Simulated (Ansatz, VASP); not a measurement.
# Cu in VASP and in Ansatz

Contents of INCAR:

```
SYSTEM = Cu
PREC = Accurate ; ENCUT = 520
EDIFF = 1E-6 ; ISMEAR = 0
SIGMA = 0.15 ; LREAL = .False.
LASPH = .True. ; NELM = 60
ALGO = Fast ; ISIF = 2
LWAVE = .False. ; LCHARG = .False.
GGA = PE ; NBANDS = 18
```

Contents of KPOINTS:

```
regular mesh
0
Gamma
  20 20 20
  0 0 0
```

POSCAR

```
Cu
1.0
    1.1742124712     -4.1399962898      0.0000000000
    1.1742124712      4.1399962898      0.0000000000
    0.0000000000      0.0000000000      2.5822680510
Cu
2
Direct
    0.1340351705      0.8659648295      0.2500000000
    0.8659648295      0.1340351705      0.7500000000
```

Input for Ansatz:

```yaml
crystal:
  lattice:
    - [1.1742124712, -4.1399962898, 0.0]
    - [1.1742124712, 4.1399962898, 0.0]
    - [0.0, 0.0, 2.582268051]
  atoms:
    - { symbol: Cu, position: [0.1340351705, 0.8659648295, 0.25] }
    - { symbol: Cu, position: [0.8659648295, 0.1340351705, 0.75] }
basis:
  ecutwfc: 520.0
kpoints:
  mp_grid: { grid: [20, 20, 20] }
hamiltonian:
  xc: pbe
  pseudopotentials: { kind: paw, azcp: { folder: soft_1 } }
scf:
  occupations: { method: gaussian, width: 0.15 }
output:
  forces: true
  stress: true
  eigenvalues: true
```

Change from the starting cell: volume 12.553 Å^3 an atom, stretch along a over the lengths across it, relative to the relaxed cell 0.9230.

Alike in both runs: task single point; functional PBE; k mesh 20 × 20 × 20; occupations gaussian, width 0.15 eV; no spin polarisation.

|  | VASP | Ansatz |
| --- | --- | --- |
| version | VASP 6.6.1 | Ansatz 0.2.0 |
| potentials or method | VASP PAW PBE potentials, release 64 (Cu), cutoff 520 eV | scalar-relativistic, plane waves, PAW |
| valence electrons in the cell | 22 | 38 |

|  | VASP | Ansatz | Ansatz less VASP |
| --- | --- | --- | --- |
| gap on the k mesh at the Fermi level (eV) | none | none | - |
| pressure (GPa) | 1.9 | 0.9 | -0.94 |
| traceless stress, the component that is largest in VASP (GPa) | 13.69 | 13.80 | +0.107 |
| rms of the force components (eV/Å) | 0.080 | 0.076 | -0.0036 |

Atom by atom the forces differ by 0.004 eV/Å (rms over components). A gap of «none» marks a metal or a gap that the smearing closes. VASP's potentials hold 22 valence electrons a cell and Ansatz's 38, so a difference there can come from the potentials and not from the codes.
